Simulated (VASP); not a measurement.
# MoS (Pm-3m) in VASP: further runs

Aim: see how the results for MoS move with the level of theory and the settings. Levels: PBEsol, r2SCAN, PBEsol+U. Tasks: single point, relaxation of cell and atoms.

All numbers are computed with VASP 6.6.1; they aren't measurements. Logs are shortened: lines on timing, memory, paths and dates and some standing lists are left out, and cuts for length are marked.

### Step 1. The cell of the first run

It takes space group Pm-3m (No. 221, cubic). Conventional cell: a = 2.971 Å, b = 2.971 Å, c = 2.971 Å, α = 90.00°, β = 90.00°, γ = 90.00°. Mo (site symmetry m-3m) has 8 S at 2.57 Å and 6 Mo at 2.97 Å within 3.4 Å. S (site symmetry m-3m) has 8 Mo at 2.57 Å and 6 S at 2.97 Å within 3.4 Å.

### Step 2. Single point, PBEsol

The input, INCAR:

```
SYSTEM = MoS
PREC = Accurate ; ENCUT = 520
EDIFF = 1E-6 ; ISMEAR = 0
SIGMA = 0.1 ; LREAL = .FALSE.
LASPH = .TRUE. ; NELM = 80
ALGO = Normal ; ISIF = 2
LWAVE = .FALSE. ; LCHARG = .FALSE.
GGA = PS ; NBANDS = 17
```

The input, KPOINTS:

```
regular mesh
0
G
  14 14 14
  0 0 0
```

The input, POSCAR:

```
MoS
1.0
    2.9706444822      0.0000000000      0.0000000000
    0.0000000000      2.9706444822      0.0000000000
    0.0000000000      0.0000000000      2.9706444822
Mo S
1 1
Direct
    0.0000000000      0.0000000000      0.0000000000
    0.5000000000      0.5000000000      0.5000000000
```

Potentials or basis: VASP PAW PBE potentials, release 64 (Mo_sv, S).

Launch:

```
cat potpaw_PBE.64/Mo_sv/POTCAR potpaw_PBE.64/S/POTCAR > POTCAR
mpirun -np 1 vasp_std > vasp.out
```

OUTCAR:

```text
SYSTEM = MoS
   PREC = Accurate
   ENCUT = 520
   EDIFF = 1E-6
   ISMEAR = 0
   LREAL = .FALSE.
   LASPH = .TRUE.
   NELM = 80
   ISIF = 2
   GGA = PS

 ion  position               nearest neighbor table
   1  0.000  0.000  0.000-   2 2.57   2 2.57   2 2.57   2 2.57   2 2.57   2 2.57   2 2.57   2 2.57

   2  0.500  0.500  0.500-   1 2.57   1 2.57   1 2.57   1 2.57   1 2.57   1 2.57   1 2.57   1 2.57

  LATTYP: Found a simple cubic cell.
 ALAT       =     2.9706444822

  Lattice vectors:

 A1 = (   2.9706444822,   0.0000000000,   0.0000000000)
 A2 = (   0.0000000000,   2.9706444822,   0.0000000000)
 A3 = (   0.0000000000,   0.0000000000,   2.9706444822)

Analysis of symmetry for initial positions (statically):
=====================================================================
 Subroutine PRICEL returns:
 Original cell was already a primitive cell.

 Routine SETGRP: Setting up the symmetry group for a
 simple cubic supercell.

 Subroutine GETGRP returns: Found 48 space group operations
 (whereof 48 operations were pure point group operations)
 out of a pool of 48 trial point group operations.

The static configuration has the point symmetry O_h .

Analysis of symmetry for dynamics (positions and initial velocities):
=====================================================================
 Subroutine PRICEL returns:
 Original cell was already a primitive cell.

 Routine SETGRP: Setting up the symmetry group for a
 simple cubic supercell.

 Subroutine GETGRP returns: Found 48 space group operations
 (whereof 48 operations were pure point group operations)
 out of a pool of 48 trial point group operations.

The dynamic configuration has the point symmetry O_h .

 Subroutine INISYM returns: Found 48 space group operations
 (whereof 48 operations are pure point group operations),
 and found     1 'primitive' translations

----------------------------------------------------------------------------------------

                                     Primitive cell

  volume of cell :      26.2151

  direct lattice vectors                    reciprocal lattice vectors
     2.970644482  0.000000000  0.000000000     0.336627289  0.000000000  0.000000000
     0.000000000  2.970644482  0.000000000     0.000000000  0.336627289  0.000000000
     0.000000000  0.000000000  2.970644482     0.000000000  0.000000000  0.336627289

  length of vectors
     2.970644482  2.970644482  2.970644482     0.336627289  0.336627289  0.336627289

  position of ions in fractional coordinates (direct lattice)
     0.000000000  0.000000000  0.000000000
     0.500000000  0.500000000  0.500000000

  ion indices of the primitive-cell ions
   primitive index   ion index
                 1           1
                 2           2

----------------------------------------------------------------------------------------

 KPOINTS: regular mesh

Automatic generation of k-mesh.
 Grid dimensions read from file:
 generate k-points for:   14   14   14

 Generating k-lattice:

  Cartesian coordinates                     Fractional coordinates (reciprocal lattice)
     0.024044806  0.000000000  0.000000000     0.071428571  0.000000000  0.000000000
     0.000000000  0.024044806  0.000000000     0.000000000  0.071428571  0.000000000
     0.000000000  0.000000000  0.024044806     0.000000000  0.000000000  0.071428571

  Length of vectors
     0.024044806  0.024044806  0.024044806

  Shift w.r.t. Gamma in fractional coordinates (k-lattice)
     0.000000000  0.000000000  0.000000000

 Subroutine IBZKPT returns following result:
 ===========================================

 Found    120 irreducible k-points:

 Following reciprocal coordinates:
            Coordinates               Weight
  0.000000  0.000000  0.000000      1.000000
  0.071429  0.000000  0.000000      6.000000
  0.142857  0.000000  0.000000      6.000000
  0.214286  0.000000  0.000000      6.000000
  0.285714  0.000000  0.000000      6.000000
  0.357143  0.000000  0.000000      6.000000
[... 16 lines left out ...]
  0.285714  0.214286  0.000000     24.000000
  0.357143  0.214286  0.000000     24.000000
 [... further k-points ...]
   k-points           NKPTS =    120   k-points in BZ     NKDIM =    120   number of bands    NBANDS=     17
   number of dos      NEDOS =    301   number of ions     NIONS =      2
   total plane-waves  NPLWV =  13824
   dimension x,y,z NGX =    24 NGY =   24 NGZ =   24
   dimension x,y,z NGXF=    48 NGYF=   48 NGZF=   48
   ions per type =               1   1
   NGX,Y,Z   is equivalent  to a cutoff of  13.43, 13.43, 13.43 a.u.
   NGXF,Y,Z  is equivalent  to a cutoff of  26.86, 26.86, 26.86 a.u.
 SYSTEM =  MoS
   PREC   = accura    normal or accurate (medium, high low for compatibility)
   ISTART =      0    job   : 0-new  1-cont  2-samecut
   ICHARG =      2    charge: 1-file 2-atom 10-const
   ISPIN  =      1    spin polarized calculation?
   LNONCOLLINEAR =      F non collinear calculations
   LSORBIT =      F    spin-orbit coupling
   LASPH  =      T    aspherical Exc in radial PAW
   ENCUT  =  520.0 eV  38.22 Ry    6.18 a.u.   5.52  5.52  5.52*2*pi/ulx,y,z
   NELM   =     80;   NELMIN=  2; NELMDL= -5     # of ELM steps
   EDIFF  = 0.1E-05   stopping-criterion for ELM
   LREAL  =      F    real-space projection
   EDIFFG = 0.1E-04   stopping-criterion for IOM
   NSW    =      0    number of steps for IOM
   IBRION =     -1    ionic relax: 0-MD 1-quasi-New 2-CG
   NFREE  =      0    steps in history (QN), initial steepest desc. (CG)
   ISIF   =      2    stress and relaxation
   ISYM   =      2    0-nonsym 1-usesym 2-fastsym
   POTIM  = 0.5000    time-step for ionic-motion
   TEBEG  =    0.0;   TEEND  =   0.0 temperature during run
   PSTRESS=    0.0 pullay stress
   NELECT =      20.0000    total number of electrons
   NUPDOWN=      -1.0000    fix difference up-down
   EMIN   =  10.00;   EMAX   =-10.00  energy-range for DOS
   EFERMI =   0.00;   METHOD = LEGACY
   ISMEAR =     0;   SIGMA  =   0.10  broadening in eV -4-tet -1-fermi 0-gaus
   EFERMI_NEDOS =   21; number of points for ismear=-14 and -15
   IALGO  =     38    algorithm
   IMIX   =      4    mixing-type and parameters
     AMIX     =   0.40;   BMIX     =  1.00
     AMIX_MAG =   1.60;   BMIX_MAG =  1.00
  volume/ion in A,a.u.               =      13.11        88.45
  Fermi-wavevector in a.u.,A,eV,Ry     =   1.495894  2.826830 30.445741  2.237699
  Thomas-Fermi vector in A             =   2.607980
   LORBIT       =      0    0 simple, 1 ext, 2 COOP (PROOUT), +10 PAW based schemes
   GGA     = PS    functional components
   LHFCALC =     F    Hartree Fock is set to
   AEXX    =    0.0000 exact exchange contribution
   IVDW    =     0    specifies the selected vdW correction
   LEPSILON=     F    determine dielectric tensor
   LRPA    =     F    only Hartree local field effects (RPA)
 non-spin polarized calculation
 Gauss-broadening in eV      SIGMA  =   0.10
  energy-cutoff  :      520.00
  volume of cell :       26.22
 maximum number of plane-waves:       739
 NGX is ok and might be reduce to    24
   NGX = 11   NGY = 11   NGZ = 11

 number of electron      20.0000001 magnetization

 Free energy of the ion-electron system (eV)
  ---------------------------------------------------
  ext. energy  EPLUGINS =         0.00000000
  ---------------------------------------------------
  free energy    TOTEN  =       -16.80470802 eV

  energy without entropy =      -16.79765204  energy(sigma->0) =      -16.80118003

 E-fermi :  13.5057     XC(G=0): -13.3825

 val. band max:       13.5038754552   @ k =   0.5000   0.2857   0.2857
 cond. band min:      13.5070865719   @ k =   0.4286   0.2857   0.1429
 fundamental gap:      0.0032111167
 Fermi energy:        13.5057299843

 k-point     1 :       0.0000    0.0000    0.0000
  band No.  band energies     occupation
      1     -47.6199      2.00000
      2     -21.5635      2.00000
      3     -21.5635      2.00000
      4     -21.5635      2.00000
      5      -3.5757      2.00000
      6       9.1080      2.00000
[... 9 lines left out ...]
     16      22.9660      0.00000
     17      30.7387      0.00000

 k-point     2 :       0.0714    0.0000    0.0000
  band No.  band energies     occupation
      1     -47.6176      2.00000
      2     -21.5910      2.00000
      3     -21.5609      2.00000
      4     -21.5609      2.00000
      5      -3.4958      2.00000
      6       8.8429      2.00000
[... 9 lines left out ...]
     16      23.1576      0.00000
     17      29.5449      0.00000

 k-point     3 :       0.1429    0.0000    0.0000
  band No.  band energies     occupation
      1     -47.6111      2.00000
      2     -21.6675      2.00000
      3     -21.5538      2.00000
      4     -21.5538      2.00000
      5      -3.2629      2.00000
      6       8.0818      2.00000
[... 9 lines left out ...]
     16      23.7698      0.00000
     17      27.8771      0.00000

 k-point     4 :       0.2143    0.0000    0.0000
  band No.  band energies     occupation
      1     -47.6017      2.00000
      2     -21.7764      2.00000
      3     -21.5435      2.00000
      4     -21.5435      2.00000
      5      -2.8981      2.00000
      6       7.0331      2.00000
[... 9 lines left out ...]
     16      24.8050      0.00000
     17      26.2537      0.00000
[... 343 lines left out ...]
      1     -47.5839      2.00000
      2     -21.7619      2.00000
      3     -21.7364      2.00000
      4     -21.5243      2.00000
      5      -2.3725      2.00000
      6       6.9898      2.00000
[... 9 lines left out ...]
     16      24.1498      0.00000
     17      24.2814      0.00000

 k-point    23 :       0.2857    0.2143    0.0000
  band No.  band energies     occupation
      1     -47.5736      2.00000
      2     -21.8653      2.00000
      3     -21.7323      2.00000
      4     -21.5132      2.00000
      5      -2.0316      2.00000
      6       6.2553      2.00000
[... 9 lines left out ...]
     16      23.9357      0.00000
     17      24.6774      0.00000

 k-point    24 :       0.3571    0.2143    0.0000
  band No.  band energies     occupation
      1     -47.5644      2.00000
      2     -21.9665      2.00000
      3     -21.7189      2.00000
      4     -21.5032      2.00000
      5      -1.6864      2.00000
      6       5.5089      2.00000
[... 9 lines left out ...]
     16      23.7063      0.00000
     17      24.6236      0.00000

 [... further k-points ...]
[... 5 lines left out ...]
  --------------------------------------------------------------------------------------
  -------------------------------------------------------------------------------------
  Total        0.0768968      0.0768968      0.0768968     -0.0000000      0.0000000      0.0000000
  in kB        4.6996617      4.6996617      4.6996617     -0.0000000      0.0000000      0.0000000
  external PRESSURE =       4.6996617 kB  Pullay stress =       0.0000000 kB

 VOLUME and BASIS-vectors are now :
 -----------------------------------------------------------------------------
  energy-cutoff  :      520.00
  volume of cell :       26.22
      direct lattice vectors                 reciprocal lattice vectors
     2.970644482  0.000000000  0.000000000     0.336627289  0.000000000  0.000000000
     0.000000000  2.970644482  0.000000000     0.000000000  0.336627289  0.000000000
     0.000000000  0.000000000  2.970644482     0.000000000  0.000000000  0.336627289

 POSITION                                       TOTAL-FORCE (eV/Angst)
 -----------------------------------------------------------------------------------
      0.00000      0.00000      0.00000         0.000000      0.000000      0.000000
      1.48532      1.48532      1.48532         0.000000      0.000000      0.000000
 -----------------------------------------------------------------------------------
    total drift:                               -0.000000      0.000000      0.000000

  FREE ENERGIE OF THE ION-ELECTRON SYSTEM (eV)
  ---------------------------------------------------
  free  energy   TOTEN  =       -16.8047080188 eV

  energy  without entropy=      -16.7976520388  energy(sigma->0) =      -16.80118003
```

Wall time 40 s (1 thread of Intel Xeon 8259CL, shared host); peak memory 0.18 GiB.

Results:

```yaml
Free_energy: -16.8047 eV
Pressure: 0.5 GPa
Band_gap_on_the_k_mesh: zero (bands 10 and 11 overlap by 4.19 eV)
```

Caveat: the PAW data sets were made with another functional, which shifts forces and pressure a little.

(Continued in part 2 of 2.)
